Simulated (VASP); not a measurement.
# BW3 (Pm-3m) in VASP: notebook, part 2 of 3

VASP 6.6.1. Earlier steps stand in the parts before.

## Step 3: Single point, PBE

This run uses another cell than the first one, of 18.01 Å³/atom, 1.147 times its volume.

Input file INCAR:

```
PREC = Accurate
ENCUT = 520
EDIFF = 1E-6
ISMEAR = 0
SIGMA = 0.1
LREAL = F
LASPH = T
NELM = 60
ALGO = Fast
ISIF = 2
LWAVE = F
LCHARG = F
GGA = PE
NBANDS = 30
```

Input file KPOINTS:

```
Automatic mesh
0
Gamma
  4 4 4
```

Input file POSCAR:

```
BW3
1.0
    4.1612043623      0.0000000000      0.0000000000
    0.0000000000      4.1612043623      0.0000000000
    0.0000000000      0.0000000000      4.1612043623
B W
1 3
Direct
    0.0000000000      0.0000000000      0.0000000000
    0.5000000000      0.0000000000      0.0000000000
    0.0000000000      0.5000000000      0.0000000000
    0.0000000000      0.0000000000      0.5000000000
```

Potentials or basis: VASP PAW PBE potentials, release 64 (B, W_sv).

Command:

```console
$ cat potpaw_PBE.64/B/POTCAR potpaw_PBE.64/W_sv/POTCAR > POTCAR
$ mpirun -np 1 vasp_std > vasp.out
```

OUTCAR:

```text
PREC = Accurate
   ENCUT = 520
   EDIFF = 1E-6
   ISMEAR = 0
   LREAL = F
   LASPH = T
   NELM = 60
   ISIF = 2
   GGA = PE

 ion  position               nearest neighbor table
   1  0.000  0.000  0.000-   2 2.08   3 2.08   4 2.08   4 2.08   3 2.08   2 2.08
   2  0.500  0.000  0.000-   1 2.08   1 2.08   4 2.94   4 2.94   3 2.94   3 2.94   3 2.94   4 2.94
                             4 2.94   3 2.94
   3  0.000  0.500  0.000-   1 2.08   1 2.08   4 2.94   4 2.94   2 2.94   2 2.94   4 2.94   4 2.94
                             2 2.94   2 2.94
   4  0.000  0.000  0.500-   1 2.08   1 2.08   3 2.94   2 2.94   2 2.94   3 2.94   3 2.94   3 2.94
                             2 2.94   2 2.94

  LATTYP: Found a simple cubic cell.
 ALAT       =     4.1612043623

  Lattice vectors:

 A1 = (   4.1612043623,   0.0000000000,   0.0000000000)
 A2 = (   0.0000000000,   4.1612043623,   0.0000000000)
 A3 = (   0.0000000000,   0.0000000000,   4.1612043623)

Analysis of symmetry for initial positions (statically):
=====================================================================
 Subroutine PRICEL returns:
 Original cell was already a primitive cell.

 Routine SETGRP: Setting up the symmetry group for a
 simple cubic supercell.

 Subroutine GETGRP returns: Found 48 space group operations
[... 9 lines left out ...]

 Routine SETGRP: Setting up the symmetry group for a
 simple cubic supercell.

 Subroutine GETGRP returns: Found 48 space group operations
[... 11 lines left out ...]
                                     Primitive cell

  volume of cell :      72.0538

  direct lattice vectors                    reciprocal lattice vectors
     4.161204362  0.000000000  0.000000000     0.240315042  0.000000000  0.000000000
     0.000000000  4.161204362  0.000000000     0.000000000  0.240315042  0.000000000
     0.000000000  0.000000000  4.161204362     0.000000000  0.000000000  0.240315042

  length of vectors
     4.161204362  4.161204362  4.161204362     0.240315042  0.240315042  0.240315042

  position of ions in fractional coordinates (direct lattice)
     0.000000000  0.000000000  0.000000000
     0.500000000  0.000000000  0.000000000
     0.000000000  0.500000000  0.000000000
     0.000000000  0.000000000  0.500000000

  ion indices of the primitive-cell ions
   primitive index   ion index
                 1           1
                 2           2
                 3           3
                 4           4

----------------------------------------------------------------------------------------

 KPOINTS: Automatic mesh

Automatic generation of k-mesh.
 Grid dimensions read from file:
 generate k-points for:    4    4    4

 Generating k-lattice:

  Cartesian coordinates                     Fractional coordinates (reciprocal lattice)
     0.060078760  0.000000000  0.000000000     0.250000000  0.000000000  0.000000000
     0.000000000  0.060078760  0.000000000     0.000000000  0.250000000  0.000000000
     0.000000000  0.000000000  0.060078760     0.000000000  0.000000000  0.250000000

  Length of vectors
     0.060078760  0.060078760  0.060078760

  Shift w.r.t. Gamma in fractional coordinates (k-lattice)
     0.000000000  0.000000000  0.000000000

 Subroutine IBZKPT returns following result:
 ===========================================

 Found     10 irreducible k-points:

 Following reciprocal coordinates:
            Coordinates               Weight
  0.000000  0.000000  0.000000      1.000000
  0.250000  0.000000  0.000000      6.000000
  0.500000  0.000000  0.000000      3.000000
  0.250000  0.250000  0.000000     12.000000
  0.500000  0.250000  0.000000     12.000000
  0.500000  0.500000  0.000000      3.000000
  0.250000  0.250000  0.250000      8.000000
  0.500000  0.250000  0.250000     12.000000
  0.500000  0.500000  0.250000      6.000000
  0.500000  0.500000  0.500000      1.000000
   k-points           NKPTS =     10   k-points in BZ     NKDIM =     10   number of bands    NBANDS=     30
   number of dos      NEDOS =    301   number of ions     NIONS =      4
   total plane-waves  NPLWV =  32768
   dimension x,y,z NGX =    32 NGY =   32 NGZ =   32
   dimension x,y,z NGXF=    64 NGYF=   64 NGZF=   64
   ions per type =               1   3
   NGX,Y,Z   is equivalent  to a cutoff of  12.78, 12.78, 12.78 a.u.
   NGXF,Y,Z  is equivalent  to a cutoff of  25.57, 25.57, 25.57 a.u.
 SYSTEM =  unknown system
   PREC   = accura    normal or accurate (medium, high low for compatibility)
   ISTART =      0    job   : 0-new  1-cont  2-samecut
   ICHARG =      2    charge: 1-file 2-atom 10-const
   ISPIN  =      1    spin polarized calculation?
   LNONCOLLINEAR =      F non collinear calculations
   LSORBIT =      F    spin-orbit coupling
   LASPH  =      T    aspherical Exc in radial PAW
   ENCUT  =  520.0 eV  38.22 Ry    6.18 a.u.   7.74  7.74  7.74*2*pi/ulx,y,z
   NELM   =     60;   NELMIN=  2; NELMDL= -5     # of ELM steps
   EDIFF  = 0.1E-05   stopping-criterion for ELM
   LREAL  =      F    real-space projection
   EDIFFG = 0.1E-04   stopping-criterion for IOM
   NSW    =      0    number of steps for IOM
   IBRION =     -1    ionic relax: 0-MD 1-quasi-New 2-CG
   NFREE  =      0    steps in history (QN), initial steepest desc. (CG)
   ISIF   =      2    stress and relaxation
   ISYM   =      2    0-nonsym 1-usesym 2-fastsym
   POTIM  = 0.5000    time-step for ionic-motion
   TEBEG  =    0.0;   TEEND  =   0.0 temperature during run
   PSTRESS=    0.0 pullay stress
   NELECT =      45.0000    total number of electrons
   NUPDOWN=      -1.0000    fix difference up-down
   EMIN   =  10.00;   EMAX   =-10.00  energy-range for DOS
   EFERMI =   0.00;   METHOD = LEGACY
   ISMEAR =     0;   SIGMA  =   0.10  broadening in eV -4-tet -1-fermi 0-gaus
   EFERMI_NEDOS =   21; number of points for ismear=-14 and -15
   IALGO  =     68    algorithm
   IMIX   =      4    mixing-type and parameters
     AMIX     =   0.40;   BMIX     =  1.00
     AMIX_MAG =   1.60;   BMIX_MAG =  1.00
  volume/ion in A,a.u.               =      18.01       121.56
  Fermi-wavevector in a.u.,A,eV,Ry     =   1.399351  2.644390 26.642695  1.958183
  Thomas-Fermi vector in A             =   2.522419
   LORBIT       =      0    0 simple, 1 ext, 2 COOP (PROOUT), +10 PAW based schemes
   GGA     = PE    functional components
   LHFCALC =     F    Hartree Fock is set to
   AEXX    =    0.0000 exact exchange contribution
   IVDW    =     0    specifies the selected vdW correction
   LEPSILON=     F    determine dielectric tensor
   LRPA    =     F    only Hartree local field effects (RPA)
 non-spin polarized calculation
 RMM-DIIS sequential band-by-band and
 Gauss-broadening in eV      SIGMA  =   0.10
  energy-cutoff  :      520.00
  volume of cell :       72.05
 maximum number of plane-waves:      1956
 NGX is ok and might be reduce to    32
   NGX = 15   NGY = 15   NGZ = 15

 number of electron      45.0000010 magnetization

 Free energy of the ion-electron system (eV)
  ---------------------------------------------------
  ext. energy  EPLUGINS =         0.00000000
  ---------------------------------------------------
  free energy    TOTEN  =       -40.30483308 eV

  energy without entropy =      -40.29710105  energy(sigma->0) =      -40.30096706

 E-fermi :   6.8797     XC(G=0): -11.5818

 val. band max:        6.7510508944   @ k =   0.5000   0.2500   0.0000
 cond. band min:       6.9421951060   @ k =   0.5000   0.0000   0.0000
 fundamental gap:      0.1911442116
 Fermi energy:         6.8797341118

 k-point     1 :       0.0000    0.0000    0.0000
  band No.  band energies     occupation
      1     -67.2109      2.00000
      2     -67.1385      2.00000
      3     -67.1385      2.00000
      4     -31.7106      2.00000
      5     -31.7106      2.00000
      6     -31.7106      2.00000
[... 22 lines left out ...]
     29      11.5639      0.00000
     30      11.5642      0.00000

 k-point     2 :       0.2500    0.0000    0.0000
  band No.  band energies     occupation
      1     -67.2017      2.00000
      2     -67.1479      2.00000
      3     -67.1386      2.00000
      4     -31.6660      2.00000
      5     -31.6660      2.00000
      6     -31.6290      2.00000
[... 256 lines left out ...]
 k-point    10 :       0.5000    0.5000    0.5000
  band No.  band energies     occupation
      1     -67.1627      2.00000
      2     -67.1627      2.00000
      3     -67.1627      2.00000
      4     -31.9994      2.00000
      5     -31.5879      2.00000
      6     -31.5879      2.00000
[... 22 lines left out ...]
     29      10.9601      0.00000
     30      10.9601      0.00000

------------------------ aborting loop because EDIFF is reached ----------------------------------------

  FORCE on cell =-STRESS in cart. coord.  units (eV):
  Direction    XX          YY          ZZ          XY          YZ          ZX
  --------------------------------------------------------------------------------------
  -------------------------------------------------------------------------------------
  Total        0.0116591      0.0116591      0.0116591      0.0000000      0.0000000      0.0000000
  in kB        0.2592499      0.2592499      0.2592499      0.0000000      0.0000000      0.0000000
  external PRESSURE =       0.2592499 kB  Pullay stress =       0.0000000 kB

 VOLUME and BASIS-vectors are now :
 -----------------------------------------------------------------------------
  energy-cutoff  :      520.00
  volume of cell :       72.05
      direct lattice vectors                 reciprocal lattice vectors
     4.161204362  0.000000000  0.000000000     0.240315042  0.000000000  0.000000000
     0.000000000  4.161204362  0.000000000     0.000000000  0.240315042  0.000000000
     0.000000000  0.000000000  4.161204362     0.000000000  0.000000000  0.240315042

 POSITION                                       TOTAL-FORCE (eV/Angst)
 -----------------------------------------------------------------------------------
      0.00000      0.00000      0.00000         0.000000      0.000000      0.000000
      2.08060      0.00000      0.00000         0.000000      0.000000      0.000000
      0.00000      2.08060      0.00000         0.000000      0.000000      0.000000
      0.00000      0.00000      2.08060         0.000000      0.000000      0.000000
 -----------------------------------------------------------------------------------
    total drift:                                0.000000      0.000000     -0.000000

  FREE ENERGIE OF THE ION-ELECTRON SYSTEM (eV)
  ---------------------------------------------------
  free  energy   TOTEN  =       -40.3048330772 eV

  energy  without entropy=      -40.2971010475  energy(sigma->0) =      -40.30096706
```

stdout:

```text
POSCAR found type information on POSCAR B W
 POSCAR found :  2 types and       4 ions
 scaLAPACK will be used
 LDA part: xc-table for (Slater+PW92), standard interpolation
 POSCAR, INCAR and KPOINTS ok, starting setup
 FFT: planning ... GRIDC
 FFT: planning ... GRID_SOFT
 FFT: planning ... GRID
 WAVECAR not read
 entering main loop
```

Wall time 21 s (1 thread of Intel Xeon Platinum 8259CL at 2.50GHz (Skylake/Cascade Lake), shared host); peak memory 0.17 GiB.

Results:

```
Free energy : -40.3048 eV
Pressure    : 0.0 GPa
```

Caveat: the k points lie up to 0.38 Å⁻¹ apart; spin-orbit coupling is left out, which moves the levels of the heavy elements.

[end of part 2 of 3]
